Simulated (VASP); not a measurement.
Set up this calculation in VASP 6.6.1, as the native input.

* Task: single point
* Functional: LDA
* Potentials or basis: VASP PAW LDA potentials, release 64 (Bi_d)
* Cutoff: 520 eV
* k mesh: 12 × 12 × 12
* Occupations: fermi-dirac, width 0.05 eV
* Spin: no spin polarisation
* Dipole correction: no
* Further INCAR settings: ALGO = Normal; EDIFF = 1e-06; NBANDS = 14

The structure of Bi lies in POSCAR:

```
Bi
1.0
    3.0169525701      0.0000000000      0.0000000000
    0.0000000000      3.0169525701      0.0000000000
    0.0000000000      0.0000000000      3.0169525701
Bi
1
Direct
    0.0000000000      0.0000000000      0.0000000000
```

This cell differs from its parent crystal: volume scaled by 0.84.

The input as run:

INCAR

```
ALGO = Normal
EDIFF = 1E-6
ENCUT = 520
ISIF = 2
ISMEAR = -1
LASPH = T
LCHARG = F
LREAL = F
LWAVE = F
NBANDS = 14
NELM = 60
PREC = Accurate
SIGMA = 0.05
```

KPOINTS

```
k-points
0
Gamma
  12 12 12
```

Potentials or basis: VASP PAW LDA potentials, release 64 (Bi_d).

Command:

```console
$ cat potpaw_LDA.64/Bi_d/POTCAR > POTCAR
$ mpirun -np 1 vasp_std > vasp.out
```

It gave:

```yaml
Pressure: 15.0 GPa
```

It took 45 s on 1 thread of AMD EPYC 7R13 (shared host), peak memory 0.11 GiB.
